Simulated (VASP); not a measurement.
# W (Im-3m) in VASP: a series of runs

Runs on W. Level: LDA. Tasks: relaxation of cell and atoms, single point.

All numbers are computed with VASP 6.6.1; they aren't measurements. Logs are shortened: lines on timing, memory, paths and dates and some standing lists are left out, and cuts for length are marked.

## 1. The cell of the first run

Symmetry: Im-3m, No. 229, cubic system. The conventional cell has a = 3.138 Å, b = 3.138 Å, c = 3.138 Å, α = 90.00°, β = 90.00°, γ = 90.00°. W (site symmetry m-3m) has 14 W at 2.72 to 3.14 Å within 3.6 Å.

## 2. Relaxation of cell and atoms, LDA

The input, INCAR:

```
SYSTEM = W
  ALGO = Normal
  EDIFF = 1E-6
  EDIFFG = -0.005
  ENCUT = 600
  IBRION = 2
  ISIF = 3
  ISMEAR = 0
  LASPH = .TRUE.
  LCHARG = .FALSE.
  LREAL = .FALSE.
  LWAVE = .FALSE.
  NELM = 100
  NSW = 100
  PREC = Accurate
  SIGMA = 0.1
```

The input, KPOINTS:

```
k-points
0
G
  18 18 18
  0 0 0
```

The input, POSCAR:

```
W
1.0
   -1.5688199716      1.5688199716      1.5688199716
    1.5688199716     -1.5688199716      1.5688199716
    1.5688199716      1.5688199716     -1.5688199716
W
1
Direct
    0.0000000000      0.0000000000      0.0000000000
```

Potentials or basis: VASP PAW LDA potentials, release 64 (W_sv).

On the command line:

```console
> cat potpaw_LDA.64/W_sv/POTCAR > POTCAR
> mpirun -np 1 vasp_std > vasp.out
```

OUTCAR:

```text
SYSTEM = W
   EDIFF = 1E-6
   EDIFFG = -0.005
   ENCUT = 600
   IBRION = 2
   ISIF = 3
   ISMEAR = 0
   LASPH = .TRUE.
   LREAL = .FALSE.
   NELM = 100
   NSW = 100
   PREC = Accurate

 ion  position               nearest neighbor table
   1  0.000  0.000  0.000-

  LATTYP: Found a body centered cubic cell.
 ALAT       =     3.1376399432

  Lattice vectors:

 A1 = (  -1.5688199716,   1.5688199716,   1.5688199716)
 A2 = (   1.5688199716,  -1.5688199716,   1.5688199716)
 A3 = (   1.5688199716,   1.5688199716,  -1.5688199716)

Analysis of symmetry for initial positions (statically):
=====================================================================
 Subroutine PRICEL returns:
 Original cell was already a primitive cell.

 Routine SETGRP: Setting up the symmetry group for a
 body centered cubic supercell.

 Subroutine GETGRP returns: Found 48 space group operations
 (whereof 48 operations were pure point group operations)
 out of a pool of 48 trial point group operations.

The static configuration has the point symmetry O_h .

Analysis of symmetry for dynamics (positions and initial velocities):
=====================================================================
 Subroutine PRICEL returns:
 Original cell was already a primitive cell.

 Routine SETGRP: Setting up the symmetry group for a
 body centered cubic supercell.

 Subroutine GETGRP returns: Found 48 space group operations
 (whereof 48 operations were pure point group operations)
 out of a pool of 48 trial point group operations.

The dynamic configuration has the point symmetry O_h .

 Subroutine INISYM returns: Found 48 space group operations
 (whereof 48 operations are pure point group operations),
 and found     1 'primitive' translations

----------------------------------------------------------------------------------------

                                     Primitive cell

  volume of cell :      15.4447

  direct lattice vectors                    reciprocal lattice vectors
    -1.568819972  1.568819972  1.568819972     0.000000000  0.318710884  0.318710884
     1.568819972 -1.568819972  1.568819972     0.318710884  0.000000000  0.318710884
     1.568819972  1.568819972 -1.568819972     0.318710884  0.318710884  0.000000000

  length of vectors
     2.717275899  2.717275899  2.717275899     0.450725255  0.450725255  0.450725255
[... 91 lines left out ...]
   NUPDOWN=      -1.0000    fix difference up-down
   EMIN   =  10.00;   EMAX   =-10.00  energy-range for DOS
   EFERMI =   0.00;   METHOD = LEGACY
   ISMEAR =     0;   SIGMA  =   0.10  broadening in eV -4-tet -1-fermi 0-gaus
   EFERMI_NEDOS =   21; number of points for ismear=-14 and -15
   IALGO  =     38    algorithm
   IMIX   =      4    mixing-type and parameters
     AMIX     =   0.40;   BMIX     =  1.00
     AMIX_MAG =   1.60;   BMIX_MAG =  1.00
  volume/ion in A,a.u.               =      15.44       104.23
  Fermi-wavevector in a.u.,A,eV,Ry     =   1.584374  2.994033 34.153907  2.510241
  Thomas-Fermi vector in A             =   2.684002
   LORBIT       =      0    0 simple, 1 ext, 2 COOP (PROOUT), +10 PAW based schemes
   GGA     = CA    functional components
   LHFCALC =     F    Hartree Fock is set to
   AEXX    =    0.0000 exact exchange contribution
   IVDW    =     0    specifies the selected vdW correction
   LEPSILON=     F    determine dielectric tensor
   LRPA    =     F    only Hartree local field effects (RPA)
 conjugate gradient relaxation of ions
 non-spin polarized calculation
 Gauss-broadening in eV      SIGMA  =   0.10
  energy-cutoff  :      600.00
  volume of cell :       15.44
 maximum number of plane-waves:       533
 NGX is ok and might be reduce to    24

--------------------------------------- Ionic step        1  -------------------------------------------

 number of electron      14.0000000 magnetization

 Free energy of the ion-electron system (eV)
  ---------------------------------------------------
  ext. energy  EPLUGINS =         0.00000000
  ---------------------------------------------------
  free energy    TOTEN  =       -14.10111848 eV

  energy without entropy =      -14.09738215  energy(sigma->0) =      -14.09925031

------------------------ aborting loop because EDIFF is reached ----------------------------------------

  FORCE on cell =-STRESS in cart. coord.  units (eV):
  Direction    XX          YY          ZZ          XY          YZ          ZX
  --------------------------------------------------------------------------------------
  -------------------------------------------------------------------------------------
  Total        0.1384188      0.1384188      0.1384188      0.0000000      0.0000000      0.0000000
  in kB       14.3590697     14.3590697     14.3590697      0.0000000      0.0000000      0.0000000
  external PRESSURE =      14.3590697 kB  Pullay stress =       0.0000000 kB
[... 57 lines left out ...]
--------------------------------------- Ionic step        3  -------------------------------------------

 number of electron      14.0000000 magnetization

 Free energy of the ion-electron system (eV)
  ---------------------------------------------------
  ext. energy  EPLUGINS =         0.00000000
  ---------------------------------------------------
  free energy    TOTEN  =       -14.10141443 eV

  energy without entropy =      -14.09771354  energy(sigma->0) =      -14.09956398

 E-fermi :  11.6239     XC(G=0): -13.9522

 val. band max:       11.6011953361   @ k =  -0.4444   0.4444   0.2778
 cond. band min:      11.6252722782   @ k =  -0.2778   0.3333   0.2222
 fundamental gap:      0.0240769421
 Fermi energy:        11.6238776585

 k-point     1 :       0.0000    0.0000    0.0000
  band No.  band energies     occupation
      1     -62.0848      2.00000
      2     -25.8582      2.00000
      3     -25.8582      2.00000
      4     -25.8582      2.00000
      5       1.9750      2.00000
      6      10.3386      2.00000
      7      10.3386      2.00000
      8      10.3386      2.00000
      9      13.8755      0.00000
     10      13.8755      0.00000
     11      26.2620      0.00000
[... 309 lines left out ...]
 k-point    24 :       0.3889    0.1111    0.0000
  band No.  band energies     occupation
      1     -61.9323      2.00000
      2     -27.1784      2.00000
      3     -26.3527      2.00000
      4     -25.9295      2.00000
      5       5.6978      2.00000
      6       8.1108      2.00000
      7      11.1746      2.00000
      8      13.6712      0.00000
      9      15.0419      0.00000
     10      18.2676      0.00000
     11      22.8852      0.00000

 [... further k-points ...]
[... 5 lines left out ...]
  --------------------------------------------------------------------------------------
  -------------------------------------------------------------------------------------
  Total       -0.0033342     -0.0033342     -0.0033342      0.0000000     -0.0000000      0.0000000
  in kB       -0.3444073     -0.3444073     -0.3444073      0.0000000     -0.0000000      0.0000000
  external PRESSURE =      -0.3444073 kB  Pullay stress =       0.0000000 kB
[... 16 lines left out ...]
  FREE ENERGIE OF THE ION-ELECTRON SYSTEM (eV)
  ---------------------------------------------------
  free  energy   TOTEN  =       -14.1014144302 eV

  energy  without entropy=      -14.0977135362  energy(sigma->0) =      -14.09956398

 reached required accuracy - stopping structural energy minimisation
```

CONTCAR:

```text
W
   1.00000000000000
    -1.5710559479900910    1.5710559479900910    1.5710559479900910
     1.5710559479900910   -1.5710559479900910    1.5710559479900910
     1.5710559479900910    1.5710559479900910   -1.5710559479900910
  W
     1
Direct
     0.0000000000000000    0.0000000000000000    0.0000000000000000

  0.00000000E+00  0.00000000E+00  0.00000000E+00
```

It took 23 s on 1 thread of Intel Xeon Platinum 8559C (Emerald Rapids), shared host; peak memory 0.16 GiB.

What came out:

```yaml
Free_energy: -14.1014 eV
Relaxed_volume: 15.51 Å³/atom
Relaxed_cell: a = 2.721 Å, b = 2.721 Å, c = 2.721 Å, α = 109.47°, β = 109.47°, γ = 109.47°
Space_group_after_relaxing_to_0.05_Å: Im-3m (No. 229)
Energy_gained_by_relaxing: 0.3 meV/atom
Ionic_steps: 3
Pressure_after_relaxing: 0.0 GPa
Band_gap_on_the_k_mesh: zero (band 7 reaches 16.94 eV, above the bottom of band 8 at 10.34 eV)
```

Step by step:
```tsv
step	energy change (eV)	largest force (eV/Å)	pressure (GPa)	volume (Å³)
1	0.0000	0.0000	1.44	15.44
2	0.0037	0.0000	-5.11	15.76
3	-0.0003	0.0000	-0.03	15.51
```

Final structure:
```yaml
crystal:
  lattice:
    - [-1.57106, 1.57106, 1.57106]
    - [1.57106, -1.57106, 1.57106]
    - [1.57106, 1.57106, -1.57106]
  atoms:
    - { symbol: W, position: [0.00000, 0.00000, 0.00000] }
```

Caveat: spin-orbit coupling is left out, which moves the levels of the heavy elements.

## 3. Single point, LDA

The input, INCAR:

```
SYSTEM = W
PREC = Accurate
ENCUT = 520
EDIFF = 1E-6
ISMEAR = 0
SIGMA = 0.1
LREAL = .False.
LASPH = .True.
NELM = 100
ALGO = Normal
ISIF = 2
LWAVE = .False.
LCHARG = .False.
GGA = CA
NBANDS = 13
```

The input, KPOINTS:

```
regular mesh
0
Gamma
  8 8 8
  0 0 0
```

The input, POSCAR:

```
W
1.0
   -1.5688199714      1.5688199714      1.5688199714
    1.5688199714     -1.5688199714      1.5688199714
    1.5688199714      1.5688199714     -1.5688199714
W
1
Direct
    0.0000000000      0.0000000000      0.0000000000
```

Potentials or basis: VASP PAW LDA potentials, release 64 (W_sv).

On the command line:

```console
> cat potpaw_LDA.64/W_sv/POTCAR > POTCAR
> mpirun -np 1 vasp_std > vasp.out
```

Run time: 3.2 s. Hardware: 1 thread of Intel Xeon Platinum 8488C (Sapphire Rapids), shared host; peak memory 0.12 GiB.

It converged, with:

| Item | Value |
| --- | --- |
| Free energy | -14.1016 eV |
| Pressure | 2.0 GPa |
| Band gap on the k mesh | zero (band 7 reaches 17.04 eV, above the bottom of band 8 at 10.39 eV) |

Levels at points of the mesh, in eV from the Fermi level:
```tsv
k point	band 3	band 4	band 5	band 6	band 7	band 8	band 9	band 10	band 11	band 12
(0.00, 0.00, 0.00)	-37.23	-37.23	-9.42	-1.04	-1.04	-1.04	2.51	2.51	14.90	14.90
(0.50, 0.00, 0.00)	-37.69	-37.24	-6.17	-3.45	1.19	2.43	3.42	6.63	11.78	11.89
(0.50, 0.50, 0.50)	-38.22	-38.22	-5.80	-5.80	5.60	5.60	5.60	8.83	8.83	8.83
```

Caveat: spin-orbit coupling is left out, which moves the levels of the heavy elements.

## 4. Single point, LDA

This run uses another cell than the first one, of the same volume but with other edges.

The input, INCAR:

```
PREC = Accurate
ENCUT = 520
EDIFF = 1E-6
ISMEAR = 0
SIGMA = 0.1
LREAL = False
LASPH = True
NELM = 100
ALGO = Fast
ISIF = 2
LWAVE = False
LCHARG = False
GGA = CA
NBANDS = 13
```

The input, KPOINTS:

```
Automatic mesh
0
Gamma
  11 11 22
```

The input, POSCAR:

```
W
1.0
    3.1358820218      0.0000000000      0.0000000000
    0.0000000000      3.1358820218      0.0000000000
    1.5679410109     -1.5679410109      1.5679410109
W
1
Direct
    0.0000000000      0.0000000000      0.0000000000
```

On the command line:

```console
> cat potpaw_LDA.64/W_sv/POTCAR > POTCAR
> mpirun -np 1 vasp_std > vasp.out
```

Wall time 11 s (1 thread of Intel Xeon Platinum 8488C (Sapphire Rapids), shared host); peak memory 0.13 GiB.

The run converged. Its results:

| Quantity | Value |
| --- | --- |
| Free energy | -14.1065 eV |
| Pressure | 1.4 GPa |
| Band gap on the k mesh | zero (band 7 reaches 17.08 eV, above the bottom of band 8 at 10.42 eV) |

Levels at points of the mesh, in eV from the Fermi level:
```
           k point  band 4  band 5  band 6  band 7  band 8  band 9  band 10  band 11
(0.00, 0.00, 0.00)  -37.47   -9.69   -1.30   -1.30   -1.30    2.26     2.26    14.64
(0.00, 0.00, 0.50)  -38.47   -6.07   -6.07    5.36    5.36    5.36     8.59     8.59
```

Caveat: spin-orbit coupling is left out, which moves the levels of the heavy elements.

## 5. Single point, LDA

The input, INCAR:

```
PREC = Accurate
ENCUT = 520
EDIFF = 1E-7
ISMEAR = 0
SIGMA = 0.1
LREAL = F
LASPH = T
NELM = 100
ALGO = Normal
ISIF = 2
LWAVE = F
LCHARG = F
GGA = CA
NBANDS = 13
```

The input, KPOINTS:

```
regular mesh
0
Gamma
  18 18 18
```

The input, POSCAR:

```
W
1.0
   -1.5679410109      1.5679410109      1.5679410109
    1.5679410109     -1.5679410109      1.5679410109
    1.5679410109      1.5679410109     -1.5679410109
W
1
Direct
    0.0000000000      0.0000000000      0.0000000000
```

On the command line:

```console
> cat potpaw_LDA.64/W_sv/POTCAR > POTCAR
> mpirun -np 1 vasp_std > vasp.out
```

Wall time 15 s (1 thread of Intel Xeon Platinum 8488C (Sapphire Rapids), shared host); peak memory 0.14 GiB.

It converged, with:

```
Free energy            : -14.1007 eV
Pressure               : 2.0 GPa
Band gap on the k mesh : zero (band 7 reaches 17.07 eV, above the bottom of band 8 at 10.42 eV)
```

Levels at points of the mesh, in eV from the Fermi level:
```csv
k point,band 4,band 5,band 6,band 7,band 8,band 9,band 10,band 11
"(0.00, 0.00, 0.00)",-37.47,-9.68,-1.30,-1.30,-1.30,2.27,2.27,14.65
"(0.50, 0.00, 0.00)",-37.48,-6.43,-3.71,0.95,2.19,3.18,6.40,11.56
"(0.50, 0.50, 0.50)",-38.47,-6.06,-6.06,5.36,5.36,5.36,8.59,8.59
```

Caveat: spin-orbit coupling is left out, which moves the levels of the heavy elements.

## 6. Relaxation of cell and atoms, LDA

The input, INCAR:

```
SYSTEM = W
  ALGO = Normal
  EDIFF = 1E-6
  EDIFFG = -0.005
  ENCUT = 600
  IBRION = 2
  ISIF = 3
  ISMEAR = 0
  LASPH = .TRUE.
  LCHARG = .FALSE.
  LREAL = .FALSE.
  LWAVE = .FALSE.
  NELM = 100
  NSW = 100
  PREC = Accurate
  SIGMA = 0.1
```

The input, KPOINTS:

```
k-points
0
G
  18 18 18
  0 0 0
```

The input, POSCAR:

```
W
1.0
   -1.5688199714      1.5688199714      1.5688199714
    1.5688199714     -1.5688199714      1.5688199714
    1.5688199714      1.5688199714     -1.5688199714
W
1
Direct
    0.0000000000      0.0000000000      0.0000000000
```

Potentials or basis: VASP PAW LDA potentials, release 64 (W_sv).

On the command line:

```console
> cat potpaw_LDA.64/W_sv/POTCAR > POTCAR
> mpirun -np 1 vasp_std > vasp.out
```

Run time: 32 s. Hardware: 1 thread of Intel Xeon Platinum 8488C (Sapphire Rapids), shared host; peak memory 0.16 GiB.

The run converged. Its results:

* Free energy: -14.1014 eV
* Relaxed volume: 15.51 Å³/atom
* Relaxed cell: a = 2.721 Å, b = 2.721 Å, c = 2.721 Å, α = 109.47°, β = 109.47°, γ = 109.47°
* Space group after relaxing (to 0.05 Å): Im-3m (No. 229)
* Energy gained by relaxing: 0.3 meV/atom
* Ionic steps: 3
* Pressure after relaxing: 0.0 GPa
* Band gap on the k mesh: zero (band 7 reaches 16.94 eV, above the bottom of band 8 at 10.34 eV)

Step by step:
```
step  energy change (eV)  largest force (eV/Å)  pressure (GPa)  volume (Å³)
   1              0.0000                0.0000            1.44        15.44
   2              0.0037                0.0000           -5.11        15.76
   3             -0.0003                0.0000           -0.03        15.51
```

Final structure:
```
W
1.0
    -1.57106    1.57106    1.57106
     1.57106   -1.57106    1.57106
     1.57106    1.57106   -1.57106
W
1
Direct
  0.00000 0.00000 0.00000
```

Levels at points of the mesh, in eV from the Fermi level:
| k point | band 5 | band 6 | band 7 | band 8 | band 9 | band 10 |
| --- | --- | --- | --- | --- | --- | --- |
| (0.00, 0.00, 0.00) | -9.65 | -1.29 | -1.29 | -1.29 | 2.25 | 2.25 |
| (0.50, 0.00, 0.00) | -6.39 | -3.68 | 0.93 | 2.17 | 3.16 | 6.34 |
| (0.50, 0.50, 0.50) | -6.01 | -6.01 | 5.32 | 5.32 | 5.32 | 8.55 |

Caveat: spin-orbit coupling is left out, which moves the levels of the heavy elements.

## 7. Overview

| task | cell | k mesh | cutoff (eV) | gap on the mesh (eV) | pressure (GPa) |
| --- | --- | --- | --- | --- | --- |
| relaxation of cell and atoms | relaxed from a = 2.717 Å, angles 109.5°, 1 atom | 18 × 18 × 18 | 600 | none | 0.0 |
| single point | a = 2.717 Å, angles 109.5°, 1 atom | 8 × 8 × 8 | 520 | none | 2.0 |
| single point | a = 3.136, b = 3.136, c = 2.716 Å, angles 125.3, 54.7, 90.0°, 1 atom | 11 × 11 × 22 | 520 | none | 1.4 |
| single point | a = 2.716 Å, angles 109.5°, 1 atom | 18 × 18 × 18 | 520 | none | 2.0 |

Alike in all rows: level LDA; potentials or basis VASP PAW LDA potentials, release 64 (W_sv); no spin polarisation; smearing gaussian 0.1 eV.

Caveats: spin-orbit coupling is left out, which moves the levels of the heavy elements.

Total energies depend on the potentials used, so only differences within one code and one set of settings carry meaning.
